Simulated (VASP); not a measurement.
A run of VASP 6.6.1:

File INCAR:

```
ALGO     = Normal         # electronic algorithm
EDIFF    = 1E-7           # SCF threshold, eV
EDIFFG   = -0.01          # ionic threshold
ENCUT    = 600            # plane-wave cutoff, eV
GGA      = PE             # functional
IBRION   = 2              # ionic algorithm
ISIF     = 3              # what is computed and relaxed
ISMEAR   = -1             # smearing method
LASPH    = True           # aspherical terms in the spheres
LCHARG   = False          # write CHGCAR
LREAL    = False          # projectors in reciprocal space
LWAVE    = False          # write WAVECAR
NELM     = 80             # most SCF steps
NSW      = 60             # ionic steps
PREC     = Accurate       # precision mode
PSTRESS  = 100.0        
SIGMA    = 0.05           # smearing width, eV
```

The input KPOINTS:

```
k-points
0
Gamma
  7 7 7
```

POSCAR

```
TiSi2
1.0
    0.0000000000      4.1175163063      4.2628978354
    2.3895119538      0.0000000000      4.2628978354
    2.3895119538      4.1175163063      0.0000000000
Ti Si
2 4
Direct
    0.7500000000      0.7500000000      0.7500000000
    0.5000000000      0.5000000000      0.5000000000
    0.4125656100      0.0874343900      0.4125656100
    0.0874343900      0.4125656100      0.0874343900
    0.1625656100      0.8374343900      0.1625656100
    0.8374343900      0.1625656100      0.8374343900
```

Potentials or basis: VASP PAW PBE potentials, release 64 (Ti_sv, Si).

Command:

```console
$ cat potpaw_PBE.64/Ti_sv/POTCAR potpaw_PBE.64/Si/POTCAR > POTCAR
$ mpirun -np 1 vasp_std > vasp.out
```

Hardware: 1 thread of Intel(R) Xeon(R) Platinum 8375C CPU @ 2.90GHz (Ice Lake), on a shared host.

Task: Estimate the wall time of this run.

Result: It took 28 min on 1 thread of Intel(R) Xeon(R) Platinum 8375C CPU @ 2.90GHz (Ice Lake), with other jobs on the host, peak memory 0.37 GiB. Counts: scf iterations 80, k points 64, ion steps 9.
